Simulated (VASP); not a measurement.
# MgO (P-6m2) in VASP: further runs, part 2 of 3

VASP 6.6.1.

**3. Single point, PBEsol (strain -0.0750 x Voigt [1, 1, 0, 0, 0, 0])**

INCAR

```
PREC = Accurate
ENCUT = 520
EDIFF = 1E-6
ISMEAR = 0
SIGMA = 0.05
LREAL = False
LASPH = True
NELM = 80
ALGO = Normal
ISIF = 2
LWAVE = False
LCHARG = True
GGA = PS
LELF = True
LVHAR = True
NBANDS = 11
```

KPOINTS

```
Automatic mesh
0
Gamma
  9 9 8
```

POSCAR

```
MgO
1.0
    2.7176693356      0.0000000000      0.0000000000
   -1.3588346678      2.3535706838      0.0000000000
    0.0000000000      0.0000000000      2.6796800000
Mg O
1 1
Direct
    0.0000000000      0.0000000000      0.0000000000
    0.3333333333      0.6666666667      0.5000000000
```

Potentials or basis: VASP PAW PBE potentials, release 64 (Mg, O).

Started as:

```bash
> cat potpaw_PBE.64/Mg/POTCAR potpaw_PBE.64/O/POTCAR > POTCAR
> mpirun -np 1 vasp_std > vasp.out
```

OUTCAR:

```text
PREC = Accurate
   ENCUT = 520
   EDIFF = 1E-6
   ISMEAR = 0
   LREAL = False
   LASPH = True
   NELM = 80
   ISIF = 2
   GGA = PS

 ion  position               nearest neighbor table
   1  0.000  0.000  0.000-   2 2.06   2 2.06   2 2.06   2 2.06   2 2.06   2 2.06
   2  0.333  0.667  0.500-   1 2.06   1 2.06   1 2.06   1 2.06   1 2.06   1 2.06

  LATTYP: Found a hexagonal cell.
 ALAT       =     2.7176693356
 C/A-ratio  =     0.9860213547

  Lattice vectors:

 A1 = (   2.7176693356,   0.0000000000,   0.0000000000)
 A2 = (  -1.3588346678,   2.3535706838,   0.0000000000)
 A3 = (   0.0000000000,   0.0000000000,   2.6796800000)

Analysis of symmetry for initial positions (statically):
=====================================================================
 Subroutine PRICEL returns:
 Original cell was already a primitive cell.

 Routine SETGRP: Setting up the symmetry group for a
 hexagonal supercell.

 Subroutine GETGRP returns: Found 12 space group operations
 (whereof 12 operations were pure point group operations)
 out of a pool of 24 trial point group operations.

The static configuration has the point symmetry D_3h.

Analysis of symmetry for dynamics (positions and initial velocities):
=====================================================================
 Subroutine PRICEL returns:
 Original cell was already a primitive cell.

 Routine SETGRP: Setting up the symmetry group for a
 hexagonal supercell.

 Subroutine GETGRP returns: Found 12 space group operations
 (whereof 12 operations were pure point group operations)
 out of a pool of 24 trial point group operations.

The dynamic configuration has the point symmetry D_3h.

 Subroutine INISYM returns: Found 12 space group operations
 (whereof 12 operations are pure point group operations),
 and found     1 'primitive' translations

----------------------------------------------------------------------------------------

                                     Primitive cell

  volume of cell :      17.1398

  direct lattice vectors                    reciprocal lattice vectors
     2.717669336  0.000000000  0.000000000     0.367962352  0.212443163  0.000000000
    -1.358834668  2.353570684  0.000000000     0.000000000  0.424886326  0.000000000
     0.000000000  0.000000000  2.679680000     0.000000000  0.000000000  0.373178887

  length of vectors
     2.717669336  2.717669336  2.679680000     0.424886326  0.424886326  0.373178887

  position of ions in fractional coordinates (direct lattice)
     0.000000000  0.000000000  0.000000000
     0.333333333  0.666666667  0.500000000

  ion indices of the primitive-cell ions
   primitive index   ion index
                 1           1
                 2           2

----------------------------------------------------------------------------------------

 KPOINTS: Automatic mesh

Automatic generation of k-mesh.
 Grid dimensions read from file:
 generate k-points for:    9    9    8

 Generating k-lattice:

  Cartesian coordinates                     Fractional coordinates (reciprocal lattice)
     0.040884706  0.023604796  0.000000000     0.111111111 -0.000000000  0.000000000
     0.000000000  0.047209592  0.000000000     0.000000000  0.111111111  0.000000000
     0.000000000  0.000000000  0.046647361     0.000000000  0.000000000  0.125000000

  Length of vectors
     0.047209592  0.047209592  0.046647361

  Shift w.r.t. Gamma in fractional coordinates (k-lattice)
     0.000000000  0.000000000  0.000000000

 Subroutine IBZKPT returns following result:
 ===========================================

 Found     60 irreducible k-points:

 Following reciprocal coordinates:
            Coordinates               Weight
  0.000000  0.000000  0.000000      1.000000
  0.111111  0.000000  0.000000      6.000000
  0.222222  0.000000  0.000000      6.000000
  0.333333  0.000000  0.000000      6.000000
  0.444444  0.000000  0.000000      6.000000
  0.111111  0.111111  0.000000      6.000000
[... 16 lines left out ...]
  0.333333  0.222222  0.125000     24.000000
  0.333333  0.333333  0.125000      4.000000
 [... further k-points ...]
   k-points           NKPTS =     60   k-points in BZ     NKDIM =     60   number of bands    NBANDS=     11
   number of dos      NEDOS =    301   number of ions     NIONS =      2
   total plane-waves  NPLWV =   8000
   dimension x,y,z NGX =    20 NGY =   20 NGZ =   20
   dimension x,y,z NGXF=    40 NGYF=   40 NGZF=   40
   ions per type =               1   1
   NGX,Y,Z   is equivalent  to a cutoff of  12.23, 12.23, 12.41 a.u.
   NGXF,Y,Z  is equivalent  to a cutoff of  24.47, 24.47, 24.82 a.u.
 SYSTEM =  unknown system
   PREC   = accura    normal or accurate (medium, high low for compatibility)
   ISTART =      0    job   : 0-new  1-cont  2-samecut
   ICHARG =      2    charge: 1-file 2-atom 10-const
   ISPIN  =      1    spin polarized calculation?
   LNONCOLLINEAR =      F non collinear calculations
   LSORBIT =      F    spin-orbit coupling
   LASPH  =      T    aspherical Exc in radial PAW
   ENCUT  =  520.0 eV  38.22 Ry    6.18 a.u.   5.05  5.05  4.98*2*pi/ulx,y,z
   NELM   =     80;   NELMIN=  2; NELMDL= -5     # of ELM steps
   EDIFF  = 0.1E-05   stopping-criterion for ELM
   LREAL  =      F    real-space projection
   EDIFFG = 0.1E-04   stopping-criterion for IOM
   NSW    =      0    number of steps for IOM
   IBRION =     -1    ionic relax: 0-MD 1-quasi-New 2-CG
   NFREE  =      0    steps in history (QN), initial steepest desc. (CG)
   ISIF   =      2    stress and relaxation
   ISYM   =      2    0-nonsym 1-usesym 2-fastsym
   POTIM  = 0.5000    time-step for ionic-motion
   TEBEG  =    0.0;   TEEND  =   0.0 temperature during run
   PSTRESS=    0.0 pullay stress
   NELECT =       8.0000    total number of electrons
   NUPDOWN=      -1.0000    fix difference up-down
   EMIN   =  10.00;   EMAX   =-10.00  energy-range for DOS
   EFERMI =   0.00;   METHOD = LEGACY
   ISMEAR =     0;   SIGMA  =   0.05  broadening in eV -4-tet -1-fermi 0-gaus
   EFERMI_NEDOS =   21; number of points for ismear=-14 and -15
   IALGO  =     38    algorithm
   IMIX   =      4    mixing-type and parameters
     AMIX     =   0.40;   BMIX     =  1.00
     AMIX_MAG =   1.60;   BMIX_MAG =  1.00
  volume/ion in A,a.u.               =       8.57        57.83
  Fermi-wavevector in a.u.,A,eV,Ry     =   1.269899  2.399761 21.941351  1.612644
  Thomas-Fermi vector in A             =   2.402916
   LORBIT       =      0    0 simple, 1 ext, 2 COOP (PROOUT), +10 PAW based schemes
   GGA     = PS    functional components
   LHFCALC =     F    Hartree Fock is set to
   AEXX    =    0.0000 exact exchange contribution
   IVDW    =     0    specifies the selected vdW correction
   LEPSILON=     F    determine dielectric tensor
   LRPA    =     F    only Hartree local field effects (RPA)
 non-spin polarized calculation
 Gauss-broadening in eV      SIGMA  =   0.05
  energy-cutoff  :      520.00
  volume of cell :       17.14
 maximum number of plane-waves:       474
   NGX = 11   NGY = 11   NGZ =  9

 number of electron       7.9999993 magnetization

 Free energy of the ion-electron system (eV)
  ---------------------------------------------------
  ext. energy  EPLUGINS =         0.00000000
  ---------------------------------------------------
  free energy    TOTEN  =       -11.56131184 eV

  energy without entropy =      -11.56131184  energy(sigma->0) =      -11.56131184

 E-fermi :   5.0221     XC(G=0): -11.7273

 val. band max:        4.6948208459   @ k =   0.0000   0.0000   0.5000
 cond. band min:       8.2965531318   @ k =   0.0000   0.0000   0.0000
 fundamental gap:      3.6017322859
 Fermi energy:         5.0220612430

 k-point     1 :       0.0000    0.0000    0.0000
  band No.  band energies     occupation
      1     -13.7327      2.00000
      2       3.2766      2.00000
      3       4.2630      2.00000
      4       4.2630      2.00000
      5       8.2966      0.00000
      6      16.4437      0.00000
      7      22.3999      0.00000
      8      22.3999      0.00000
      9      26.1647      0.00000
     10      26.6616      0.00000
     11      29.2095      0.00000
[... 309 lines left out ...]
 k-point    24 :       0.3333    0.3333    0.1250
  band No.  band energies     occupation
      1     -11.8159      2.00000
      2       0.4226      2.00000
      3       0.6223      2.00000
      4       3.2942      2.00000
      5      13.2473      0.00000
      6      17.2976      0.00000
      7      18.3223      0.00000
      8      22.3406      0.00000
      9      22.9160      0.00000
     10      28.7857      0.00000
     11      29.5312      0.00000

 [... further k-points ...]

------------------------ aborting loop because EDIFF is reached ----------------------------------------

  FORCE on cell =-STRESS in cart. coord.  units (eV):
  Direction    XX          YY          ZZ          XY          YZ          ZX
  --------------------------------------------------------------------------------------
  -------------------------------------------------------------------------------------
  Total        3.9695166      3.9695166     -0.8579014      0.0000000      0.0000000      0.0000000
  in kB      371.0576703    371.0576704    -80.1938682      0.0000000      0.0000000      0.0000000
  external PRESSURE =     220.6404908 kB  Pullay stress =       0.0000000 kB

 VOLUME and BASIS-vectors are now :
 -----------------------------------------------------------------------------
  energy-cutoff  :      520.00
  volume of cell :       17.14
      direct lattice vectors                 reciprocal lattice vectors
     2.717669336  0.000000000  0.000000000     0.367962352  0.212443163  0.000000000
    -1.358834668  2.353570684  0.000000000     0.000000000  0.424886326  0.000000000
     0.000000000  0.000000000  2.679680000     0.000000000  0.000000000  0.373178887

 POSITION                                       TOTAL-FORCE (eV/Angst)
 -----------------------------------------------------------------------------------
      0.00000      0.00000      0.00000         0.000000     -0.000000      0.000000
     -0.00000      1.56905      1.33984        -0.000000      0.000000      0.000000
 -----------------------------------------------------------------------------------
    total drift:                                0.000000     -0.000000     -0.000000

  FREE ENERGIE OF THE ION-ELECTRON SYSTEM (eV)
  ---------------------------------------------------
  free  energy   TOTEN  =       -11.5613118402 eV

  energy  without entropy=      -11.5613118402  energy(sigma->0) =      -11.56131184
```

stdout:

```text
POSCAR found type information on POSCAR MgO
 POSCAR found :  2 types and       2 ions
 scaLAPACK will be used
 -----------------------------------------------------------------------------
|                                                                             |
|                                                                             |
|     You enforced a specific xc type in the INCAR file but a different       |
|     I HOPE YOU KNOW WHAT YOU ARE DOING!                                     |
|                                                                             |
 -----------------------------------------------------------------------------

 LDA part: xc-table for (Slater+PW92), standard interpolation
 POSCAR, INCAR and KPOINTS ok, starting setup
 FFT: planning ... GRIDC
 FFT: planning ... GRID_SOFT
 FFT: planning ... GRID
 WAVECAR not read
 entering main loop
```

It took 5.4 s on 1 thread of Intel Xeon 6975P-C (Granite Rapids), shared host; peak memory 0.13 GiB.

Results:

| Item | Value |
| --- | --- |
| Free energy | -11.5613 eV |
| Pressure | 22.1 GPa |
| Band gap on the k mesh | 3.60 eV, indirect (least direct gap 4.03 eV) |

Caveat: the cell differs from its parent crystal (strain -0.0750 x Voigt [1, 1, 0, 0, 0, 0]); the PAW data sets were made with another functional, which shifts forces and pressure a little. A k mesh can miss the band edges.

(Continued in part 3 of 3.)
